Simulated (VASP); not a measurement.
Write the native input for VASP 6.6.1 that does the following.

* Task: single point
* Functional: LDA
* Potentials or basis: VASP PAW LDA potentials, release 64 (Bi_d)
* Cutoff: 520 eV
* k mesh: 9 × 9 × 9
* Occupations: fermi-dirac, width 0.03 eV
* Spin: no spin polarisation
* Dipole correction: no
* Further INCAR settings: ALGO = Normal; EDIFF = 1e-07; NBANDS = 22

The structure of Bi lies in POSCAR:

```
Bi
1.0
    2.2451514826      1.2962388128      3.8388382945
   -2.2451514826      1.2962388128      3.8388382945
    0.0000000000     -2.5924776257      3.8388382945
Bi
2
Direct
    0.2371145469      0.2371145469      0.2371145469
    0.7628854531      0.7628854531      0.7628854531
```

These files were run (other wordings do the same):

INCAR

```
PREC     = Accurate       # precision mode
ENCUT    = 520            # plane-wave cutoff, eV
EDIFF    = 1E-7           # SCF threshold, eV
ISMEAR   = -1             # smearing method
SIGMA    = 0.03           # smearing width, eV
LREAL    = False          # projectors in reciprocal space
LASPH    = True           # aspherical terms in the spheres
NELM     = 100            # most SCF steps
ALGO     = Normal         # electronic algorithm
ISIF     = 2              # what is computed and relaxed
LWAVE    = False          # write WAVECAR
LCHARG   = False          # write CHGCAR
GGA      = CA             # functional
NBANDS   = 22             # bands
```

KPOINTS

```
Automatic mesh
0
Gamma
  9 9 9
```

Potentials or basis: VASP PAW LDA potentials, release 64 (Bi_d).

Launch:

```sh
$ cat potpaw_LDA.64/Bi_d/POTCAR > POTCAR
$ mpirun -np 1 vasp_std > vasp.out
```

It gave:

| Quantity | Value |
| --- | --- |
| Pressure | 0.1 GPa |
| Largest force | 0.008 eV/Å |
| Band gap on the k mesh | zero (band 15 reaches 6.64 eV, above the bottom of band 16 at 6.61 eV) |

Caveat: spin-orbit coupling is left out, which moves the levels of the heavy elements.

Run time: 84 s on 1 thread of Intel(R) Xeon(R) Platinum 8375C CPU @ 2.90GHz (Ice Lake) (shared host), peak memory 0.23 GiB.
